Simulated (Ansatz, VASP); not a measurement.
**SnO2: VASP beside Ansatz**

Contents of INCAR:

```
PREC     = Accurate       # precision mode
ENCUT    = 520            # plane-wave cutoff, eV
EDIFF    = 1E-6           # SCF threshold, eV
ISMEAR   = 0              # smearing method
SIGMA    = 0.15           # smearing width, eV
LREAL    = False          # projectors in reciprocal space
LASPH    = True           # aspherical terms in the spheres
NELM     = 100            # most SCF steps
ALGO     = Normal         # electronic algorithm
ISIF     = 2              # what is computed and relaxed
LWAVE    = False          # write WAVECAR
LCHARG   = False          # write CHGCAR
GGA      = PE             # functional
NBANDS   = 20             # bands
```

The input KPOINTS:

```
regular mesh
0
Gamma
  16 16 16
```

POSCAR

```
SnO2
1.0
    0.0000000000      2.5716524213      2.5845106834
    2.5716524213      0.0000000000      2.5845106834
    2.5716524213      2.5716524213      0.0000000000
Sn O
1 2
Direct
    0.0000000000      0.0000000000      0.0000000000
    0.2500000000      0.2500000000      0.2500000000
    0.7500000000      0.7500000000      0.7500000000
```

Input for Ansatz:

```yaml
crystal:
  lattice:
    - [0.0, 2.5716524213, 2.5845106834]
    - [2.5716524213, 0.0, 2.5845106834]
    - [2.5716524213, 2.5716524213, 0.0]
  atoms:
    - { symbol: Sn, position: [0.0, 0.0, 0.0] }
    - { symbol: O, position: [0.25, 0.25, 0.25] }
    - { symbol: O, position: [0.75, 0.75, 0.75] }
basis:
  ecutwfc: 420
kpoints:
  mp_grid: { grid: [16, 16, 16] }
hamiltonian:
  xc: pbe
scf:
  occupations: { method: gaussian, width: 0.15 }
output:
  forces: true
  stress: true
  eigenvalues: true
```

Change from the starting cell: strain +0.0050 x Voigt [0, 0, 1, 0, 0, 0], atoms carried along.

Alike in both runs: task single point; functional PBE; k mesh 16 × 16 × 16; occupations gaussian, width 0.15 eV; no spin polarisation.

|  | VASP | Ansatz |
| --- | --- | --- |
| version | VASP 6.6.1 | Ansatz 0.2.0 |
| potentials or method | VASP PAW PBE potentials, release 64 (Sn_d, O), cutoff 520 eV | scalar-relativistic, plane waves, PAW |
| valence electrons in the cell | 26 | 26 |

```csv
,VASP,Ansatz,Ansatz less VASP
gap on the k mesh at the Fermi level (eV),none,none,-
pressure (GPa),-0.4,-0.9,-0.55
"traceless stress, the component that is largest in VASP (GPa)",-1.40,-1.40,-0.001
```

A gap of «none» marks a metal or a gap that the smearing closes. The functional is the same, so the differences come from potentials, cutoffs and numerics.
